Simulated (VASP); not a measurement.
A run of VASP 6.6.1:

File INCAR:

```
  ALGO = Normal
  EDIFF = 1E-7
  ENCUT = 520
  GGA = PS
  ISIF = 2
  ISMEAR = 0
  LASPH = T
  LCHARG = F
  LREAL = F
  LWAVE = F
  NBANDS = 13
  NELM = 100
  PREC = Accurate
  SIGMA = 0.1
```

File KPOINTS:

```
k-points
0
Gamma
  16 16 12
```

The input POSCAR:

```
O
1.0
    2.6889814200     -1.8597605400     -0.0809382150
    2.6575032000      1.8101610000     -0.1127593350
   -2.0788016461     -0.0167427390      3.7096307418
O
2
Direct
    0.0859956885      0.1001821503      0.1821368201
    0.9140043115      0.8998178497      0.8178631799
```

Potentials or basis: VASP PAW PBE potentials, release 64 (O).

Launch:

```bash
$ cat potpaw_PBE.64/O/POTCAR > POTCAR
$ mpirun -np 1 vasp_std > vasp.out
```

Hardware: 1 thread of AMD EPYC 9R45 (Zen 5), with other jobs on the host.

Task: Estimate the wall time of this run.

Result: It took 4.1 min on 1 thread of AMD EPYC 9R45 (Zen 5) (shared host), peak memory 0.54 GiB. Counts: scf iterations 13, k points 1540.
